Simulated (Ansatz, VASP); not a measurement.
Two plane-wave programs on LaLu2N3

Contents of INCAR:

```
SYSTEM = LaLu2N3
  PREC = Accurate
  ENCUT = 520
  EDIFF = 1E-6
  ISMEAR = 0
  SIGMA = 0.1
  LREAL = .FALSE.
  LASPH = .TRUE.
  NELM = 100
  ALGO = Normal
  ISIF = 2
  LWAVE = .FALSE.
  LCHARG = .TRUE.
  GGA = PE
  LELF = .TRUE.
  LVHAR = .TRUE.
  NBANDS = 47
```

KPOINTS

```
regular mesh
0
G
  6 6 2
  0 0 0
```

Contents of POSCAR:

```
LaLu2N3
1.0
    3.6456575600      0.0000000000      0.0000000000
    0.0000000000      3.6456575600      0.0000000000
    0.0000000000      0.0000000000      8.0314583400
La Lu N
1 2 3
Direct
    0.0000000000      0.0000000000      0.0000000000
    0.0000000000      0.5000000000      0.7376120100
    0.5000000000      0.0000000000      0.2623879900
    0.5000000000      0.5000000000      0.0000000000
    0.0000000000      0.5000000000      0.3786259900
    0.5000000000      0.0000000000      0.6213740100
```

Input for Ansatz:

```yaml
crystal:
  lattice:
    - [3.64565756, 0.0, 0.0]
    - [0.0, 3.64565756, 0.0]
    - [0.0, 0.0, 8.03145834]
  atoms:
    - { symbol: La, position: [0.0, 0.0, 0.0] }
    - { symbol: Lu, position: [0.0, 0.5, 0.73761201] }
    - { symbol: Lu, position: [0.5, 0.0, 0.26238799] }
    - { symbol: "N", position: [0.5, 0.5, 0.0] }
    - { symbol: "N", position: [0.0, 0.5, 0.37862599] }
    - { symbol: "N", position: [0.5, 0.0, 0.62137401] }
basis:
  ecutwfc: 420
kpoints:
  mp_grid: { grid: [6, 6, 2] }
hamiltonian:
  xc: pbe
scf:
  occupations: { method: gaussian, width: 0.1 }
  lower_state_search: "off"
output:
  forces: true
  stress: true
  eigenvalues: true
```

Change from the starting cell: species swapped into the Zr2CuSb3 type (P-4m2, No. 115).

Alike in both runs: task single point; functional PBE; k mesh 6 × 6 × 2; occupations gaussian, width 0.1 eV; no spin polarisation.

```csv
,VASP,Ansatz
version,VASP 6.6.1,Ansatz 0.2.0
potentials or method,"VASP PAW PBE potentials, release 64 (La, Lu, N), cutoff 520 eV","scalar-relativistic, plane waves, PAW"
valence electrons in the cell,76,76
```

|  | VASP | Ansatz | Ansatz less VASP |
| --- | --- | --- | --- |
| gap on the k mesh at the Fermi level (eV) | none | none | - |
| pressure (GPa) | -11.6 | -11.8 | -0.18 |
| traceless stress, the component that is largest in VASP (GPa) | 6.36 | 6.24 | -0.115 |
| rms of the force components (eV/Å) | 2.427 | 2.415 | -0.0118 |

Atom by atom the forces differ by 0.014 eV/Å (rms over components). A gap of «none» marks a metal or a gap that the smearing closes.

The k mesh is coarse, so the values compare programs but aren't converged. Neither program's run includes spin-orbit coupling.
